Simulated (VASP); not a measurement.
Wanted: the native input for a VASP 6.6.1 run.

* Task: single point
* Functional: PBEsol
* Potentials or basis: VASP PAW PBE potentials, release 64 (Cs_sv)
* Cutoff: 500 eV
* k mesh: 5 × 5 × 5
* Occupations: fermi-dirac, width 0.1 eV
* Spin: no spin polarisation
* Dipole correction: no
* Further INCAR settings: ALGO = Normal; EDIFF = 1e-06; NBANDS = 10

The structure of Cs lies in POSCAR:

```
Cs
1.0
    2.9965143890      2.9965143890      2.9965143890
   -2.9965143890      2.9965143890      2.9965143890
   -2.9965143890     -2.9965143890      2.9965143890
Cs
1
Direct
    0.0000000000      0.0000000000      0.0000000000
```

These files were run (other wordings do the same):

INCAR

```
SYSTEM = Cs
PREC     = Accurate       ! precision mode
ENCUT    = 500            ! plane-wave cutoff, eV
EDIFF    = 1E-6           ! SCF threshold, eV
ISMEAR   = -1             ! smearing method
SIGMA    = 0.1            ! smearing width, eV
LREAL    = .FALSE.        ! projectors in reciprocal space
LASPH    = .TRUE.         ! aspherical terms in the spheres
NELM     = 120            ! most SCF steps
ALGO     = Normal         ! electronic algorithm
ISIF     = 2              ! what is computed and relaxed
LWAVE    = .FALSE.        ! write WAVECAR
LCHARG   = .FALSE.        ! write CHGCAR
GGA      = PS             ! functional
NBANDS   = 10             ! bands
GGA_COMPAT= .FALSE.
```

KPOINTS

```
regular mesh
0
G
  5 5 5
  0 0 0
```

Potentials or basis: VASP PAW PBE potentials, release 64 (Cs_sv).

The run is started by

```console
$ cat potpaw_PBE.64/Cs_sv/POTCAR > POTCAR
$ mpirun -np 1 vasp_std > vasp.out
```

It gave:

```
Pressure               : 0.0 GPa
Band gap on the k mesh : zero (an odd number of electrons rules out a gap without spin polarisation)
```

Caveat: the PAW data sets were made with another functional, which shifts forces and pressure a little; spin-orbit coupling is left out, which moves the levels of the heavy elements.

It took 5.7 s on 1 thread of AMD EPYC 9R45 96-Core Processor (Zen 5) (shared host), peak memory 0.19 GiB.
